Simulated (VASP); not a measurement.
Set up this calculation in VASP 6.6.1, as the native input.

| Item | Value |
| --- | --- |
| Task | single point |
| Functional | PBE |
| Potentials or basis | VASP PAW PBE potentials, release 64 (C, Ge_d, Sn_d) |
| Cutoff | 520 eV |
| k mesh | 2 × 2 × 2, shifted |
| Occupations | gaussian, width 0.1 eV |
| Spin | no spin polarisation |
| Dipole correction | no |
| Further INCAR settings | LREAL = Auto; ALGO = Normal; EDIFF = 1e-06; NBANDS = 126; ISYM = 0 |

The structure of Sn5Ge9C6 lies in POSCAR:

```
Sn5Ge9C6
1.0
    3.1778093478      3.2486766969      5.6191383379
   -2.5846816883     -2.6105804260      5.0035263728
    8.2106944038     -5.1184089901      2.7814637868
C Ge Sn
6 9 5
Direct
    0.0784255165      1.0669826439      0.6448225279
    0.5632939498      1.0095929856      0.7209749380
    0.7755111315      0.9789128881      0.4534257206
    0.6780108844      0.9055436948      0.5969750382
    1.0617547506      0.9135812850      0.7499110851
    0.0661841650      0.3119257075      0.6226524720
    0.1078755120      0.5497964683      0.7535796329
    0.4235860992     -0.0387269145      0.2060101889
    0.2466441627      0.4471940722      0.4534035552
    0.5122902494      0.4525372826     -0.0122126749
    0.9132168203      0.4866665145      0.1955973945
    0.4641275088      0.3393614825      0.7711447089
    0.7627795943      0.8834243971      0.2597544767
    0.8683667480      0.4370208194      0.9738867775
    0.2634773571      0.3668526321      0.2138436857
    1.0031895011      0.0000590461      0.9781701627
    0.7577645856      0.5269081750      0.6136616723
    0.4255008359      0.8842617508      0.9374031500
    0.6518450573      0.3382175614      0.4141660672
    0.1099169291      0.9006458111      0.4420117263
```

The input as run:

INCAR

```
PREC = Accurate
ENCUT = 520
EDIFF = 1E-6
ISMEAR = 0
SIGMA = 0.1
LREAL = Auto
LASPH = T
NELM = 80
ALGO = Normal
ISIF = 2
LWAVE = F
LCHARG = T
GGA = PE
LELF = T
LVHAR = T
NBANDS = 126
ISYM = 0
```

KPOINTS

```
Automatic mesh
0
Gamma
  2 2 2
  0.5 0.5 0.5
```

Potentials or basis: VASP PAW PBE potentials, release 64 (C, Ge_d, Sn_d).

Launch:

```console
$ cat potpaw_PBE.64/C/POTCAR potpaw_PBE.64/Ge_d/POTCAR potpaw_PBE.64/Sn_d/POTCAR > POTCAR
$ mpirun -np 1 vasp_std > vasp.out
```

Results of the run:

```
Pressure               : 0.0 GPa
Largest force          : 0.054 eV/Å
Band gap on the k mesh : 0.30 eV (least direct gap 0.45 eV)
```

Caveat: spin-orbit coupling is left out, which moves the levels of the heavy elements; a shifted mesh leaves out Γ, where band edges can lie.

It took 7.9 min on 1 thread of Intel(R) Xeon(R) Platinum 8488C (Sapphire Rapids) (shared host), peak memory 0.52 GiB.
